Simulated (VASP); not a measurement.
Runs of VASP 6.6.1 on Nb. The structure is that of space group Fm-3m (No. 225), or close to it. The cells are those of the table. This isn't the form of Nb at room conditions, which is bcc.

```csv
task,cell,gap on the mesh (eV),pressure (GPa)
single point,"a = 2.857 Å, angles 60.0°, 1 atom",none,(a)
relaxation of cell and atoms,"relaxed to 5 GPa from a = 2.963 Å, angles 60.0°, 1 atom",none,5.0
relaxation of cell and atoms,"relaxed to 20 GPa from a = 2.963 Å, angles 60.0°, 1 atom",none,20.0
relaxation of cell and atoms,"relaxed to 10 GPa from a = 2.963 Å, angles 60.0°, 1 atom",none,9.9
single point,"a = 2.921 Å, angles 60.0°, 1 atom",none,4.4
single point,"a = 2.946 Å, angles 60.0°, 1 atom",none,-0.5
relaxation of cell and atoms,"relaxed from a = 2.963 Å, angles 60.0°, 1 atom",none,0.0
single point,"a = 2.898 Å, angles 60.0°, 1 atom",none,9.3
```

Alike in all rows: level PBEsol; potentials or basis VASP PAW PBE potentials, release 64 (Nb_sv); no spin polarisation; k mesh 7 × 7 × 7; cutoff (eV) 500; smearing gaussian 0.05 eV.

Problem. Estimate the missing entries.

Solution. (a) 19.3.

Caveats: all runs use coarse meshes; the PAW data sets were made with another functional, which shifts forces and pressure a little; the cell is relaxed towards a set pressure, so the run minimises the enthalpy, not the energy (at least some runs).

A k mesh can miss the band edges, and the runs leave out spin-orbit coupling on Nb.

A gap of «none» marks levels without a gap at the run's occupations.
